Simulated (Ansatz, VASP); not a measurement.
One calculation of SnSe, two programs

The input INCAR:

```
SYSTEM = SnSe
ALGO = Normal
EDIFF = 1E-8
ENCUT = 520
GGA = PS
ISIF = 2
ISMEAR = -1
LASPH = .True.
LCHARG = .False.
LEFG = .True.
LREAL = .False.
LWAVE = .False.
NBANDS = 17
NELM = 100
PREC = Accurate
SIGMA = 0.01
```

KPOINTS

```
k-points
0
Gamma
  7 7 7
  0 0 0
```

File POSCAR:

```
SnSe
1.0
    0.0000000000      2.9799000000      3.0100000000
    2.9799000000      0.0000000000      3.0100000000
    2.9799000000      2.9799000000      0.0000000000
Sn Se
1 1
Direct
    0.0000000000      0.0000000000      0.0000000000
    0.5000000000      0.5000000000      0.5000000000
```

Input for Ansatz:

```yaml
crystal:
  lattice:
    - [0.0, 2.9799, 3.01]
    - [2.9799, 0.0, 3.01]
    - [2.9799, 2.9799, 0.0]
  atoms:
    - { symbol: Sn, position: [0.0, 0.0, 0.0] }
    - { symbol: Se, position: [0.5, 0.5, 0.5] }
kpoints:
  mp_grid: { grid: [7, 7, 7] }
scf:
  occupations: { method: fermi_dirac, width: 0.01 }
hamiltonian:
  xc: pbesol
  pseudopotentials: { kind: all_electron, datasets: crystal }
output:
  forces: true
  stress: true
  eigenvalues: true
  efg: { contact_densities: true }
```

Change from the starting cell: equal xx and yy strain of -1 %, crystal datasets.

Alike in both runs: task electric field gradients; functional PBEsol; k mesh 7 × 7 × 7; occupations fermi-dirac, width 0.01 eV; no spin polarisation.

|  | VASP | Ansatz |
| --- | --- | --- |
| version | VASP 6.6.1 | Ansatz 0.2.0 |
| potentials or method | VASP PAW PBE potentials, release 64 (Sn_d, Se), cutoff 520 eV | all-electron PAW with datasets made for the crystal, scalar-relativistic |

```tsv
	VASP	Ansatz	Ansatz less VASP
gap on the k mesh at the Fermi level (eV)	0.63	0.64	+0.002
pressure (GPa)	-0.9	-0.9	-0.02
traceless stress, the component that is largest in VASP (GPa)	-0.82	-0.82	+0.005
size of Vzz on the site where it differs most (V/Å²)	13.7	14.2	+0.56
```

VASP's potentials were made for PBE, not for PBEsol. Ansatz ran all-electron here, and VASP with PAW potentials.
